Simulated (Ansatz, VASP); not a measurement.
# InSb in VASP and in Ansatz

```
In Sb
1.0
     2.89524    0.00000    0.00000
     0.00000    2.89524    0.00000
     0.00000    0.00000    7.01878
In Sb
1 1
Direct
  0.00000 0.00000 0.00000
  0.00000 0.00000 0.50000
```

Alike in both runs: task single point; functional PBEsol; k mesh 18 × 18 × 10; occupations gaussian, width 0.15 eV; no spin polarisation.

```csv
,VASP,Ansatz
version,VASP 6.6.1,Ansatz 0.2.0
potentials or method,"VASP PAW PBE potentials, release 64 (In_d, Sb), cutoff 520 eV","scalar-relativistic, plane waves, PAW"
valence electrons in the cell,18,28
```

```csv
,VASP,Ansatz,Ansatz less VASP
gap on the k mesh at the Fermi level (eV),none,none,-
pressure (GPa),1.7,1.7,-0.07
"traceless stress, the component that is largest in VASP (GPa)",-8.77,-8.69,+0.074
```

VASP's potentials were made for PBE, not for PBEsol. A gap of «none» marks a metal or a gap that the smearing closes. VASP's potentials hold 18 valence electrons a cell and Ansatz's 28, so a difference there can come from the potentials and not from the codes.

Neither program's run includes spin-orbit coupling.
